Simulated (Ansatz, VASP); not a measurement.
# MgS: VASP beside Ansatz

The input INCAR:

```
SYSTEM = MgS
PREC     = Accurate       ! precision mode
ENCUT    = 520            ! plane-wave cutoff, eV
EDIFF    = 1E-6           ! SCF threshold, eV
ISMEAR   = 0              ! smearing method
SIGMA    = 0.01           ! smearing width, eV
LREAL    = .FALSE.        ! projectors in reciprocal space
LASPH    = .TRUE.         ! aspherical terms in the spheres
NELM     = 100            ! most SCF steps
ALGO     = Normal         ! electronic algorithm
ISIF     = 2              ! what is computed and relaxed
LWAVE    = .FALSE.        ! write WAVECAR
LCHARG   = .FALSE.        ! write CHGCAR
GGA      = PE             ! functional
NBANDS   = 16             ! bands
```

File KPOINTS:

```
Automatic mesh
0
G
  6 6 4
  0 0 0
```

Contents of POSCAR:

```
MgS
1.0
    4.1332857198      0.0000000000      0.0000000000
   -2.0666428599      3.5795304344      0.0000000000
    0.0000000000      0.0000000000      6.6188158176
Mg S
2 2
Direct
    0.3333333333      0.6666666667     -0.0029409542
    0.6666666667      0.3333333333      0.4970590458
    0.3333333333      0.6666666667      0.3779409542
    0.6666666667      0.3333333333      0.8779409542
```

Input for Ansatz:

```yaml
crystal:
  lattice:
    - [4.1332857198, 0.0, 0.0]
    - [-2.0666428599, 3.5795304344, 0.0]
    - [0.0, 0.0, 6.6188158176]
  atoms:
    - { symbol: Mg, position: [0.3333333333, 0.6666666667, -0.0029409542] }
    - { symbol: Mg, position: [0.6666666667, 0.3333333333, 0.4970590458] }
    - { symbol: S, position: [0.3333333333, 0.6666666667, 0.3779409542] }
    - { symbol: S, position: [0.6666666667, 0.3333333333, 0.8779409542] }
kpoints:
  mp_grid: { grid: [6, 6, 4] }
hamiltonian:
  xc: pbe
scf:
  occupations: { method: fixed }
  n_extra_bands: 5
output:
  forces: true
  stress: true
  eigenvalues: true
```

Alike in both runs: task single point; functional PBE; k mesh 6 × 6 × 4; no spin polarisation.

|  | VASP | Ansatz |
| --- | --- | --- |
| version | VASP 6.6.1 | Ansatz 0.2.0 |
| potentials or method | VASP PAW PBE potentials, release 64 (Mg, S) | plane waves, PAW |
| plane-wave cutoff (eV) | 520 | 420 |
| occupations | gaussian, width 0.01 eV | fixed |
| valence electrons in the cell | 16 | 32 |

|  | VASP | Ansatz | Ansatz less VASP |
| --- | --- | --- | --- |
| gap on the k mesh at the Fermi level (eV) | 3.09 | 3.10 | +0.010 |
| pressure (GPa) | -3.0 | -2.8 | +0.15 |
| traceless stress, the component that is largest in VASP (GPa) | 0.07 | 0.06 | -0.009 |
| rms of the force components (eV/Å) | 0.006 | 0.006 | -0.0003 |

Atom by atom the forces differ by 0.000 eV/Å (rms over components). VASP's potentials hold 16 valence electrons a cell and Ansatz's 32, so a difference there can come from the potentials and not from the codes.
